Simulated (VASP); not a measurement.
Input of a VASP 6.6.1 run:

Contents of INCAR:

```
SYSTEM = ScZnC4N4
ALGO = Normal ; EDIFF = 1E-6
ENCUT = 520 ; GGA = PE
ISIF = 2 ; ISMEAR = 0
LASPH = .True. ; LCHARG = .True.
LELF = .True. ; LREAL = .False.
LVHAR = .True. ; LWAVE = .False.
NBANDS = 40 ; NELM = 60
PREC = Accurate ; SIGMA = 0.1
```

KPOINTS

```
k-points
0
Gamma
  4 4 4
  0 0 0
```

File POSCAR:

```
ScZnC4N4
1.0
    6.0125257000      0.0000000000      0.0000000000
    0.0000000000      6.0125257000      0.0000000000
    0.0000000000      0.0000000000      6.0125257000
Sc Zn C N
1 1 4 4
Direct
    0.5000000000      0.5000000000      0.5000000000
    0.0000000000      0.0000000000      0.0000000000
    0.1840791200      0.1840791200      0.1840791200
    0.1840791200      0.8159208800      0.8159208800
    0.8159208800      0.1840791200      0.8159208800
    0.8159208800      0.8159208800      0.1840791200
    0.2964278900      0.2964278900      0.2964278900
    0.2964278900      0.7035721100      0.7035721100
    0.7035721100      0.2964278900      0.7035721100
    0.7035721100      0.7035721100      0.2964278900
```

Potentials or basis: VASP PAW PBE potentials, release 64 (Sc_sv, Zn, C, N).

Command:

```sh
$ cat potpaw_PBE.64/Sc_sv/POTCAR potpaw_PBE.64/Zn/POTCAR potpaw_PBE.64/C/POTCAR potpaw_PBE.64/N/POTCAR > POTCAR
$ mpirun -np 1 vasp_std > vasp.out
```

Problem. Estimate the pressure.

Solution. 3.4 GPa.

Problem. Predict the band gap on the k mesh.

Solution. Zero (an odd number of electrons rules out a gap without spin polarisation).

Problem. Estimate the largest force.

Solution. 0.687 eV/Å.

Forces in eV/Å, atoms in the order of the input:
```
Sc   0.000  0.000  0.000
Zn   0.000  0.000  0.000
C    0.176  0.176  0.176
C    0.176 -0.176 -0.176
C   -0.176  0.176 -0.176
C   -0.176 -0.176  0.176
N    0.397  0.397  0.397
N    0.397 -0.397 -0.397
N   -0.397  0.397 -0.397
N   -0.397 -0.397  0.397
```

Caveat: the cell stands under pressure; an odd number of electrons without spin polarisation forces a metal; a magnetic or distorted state may lie lower.
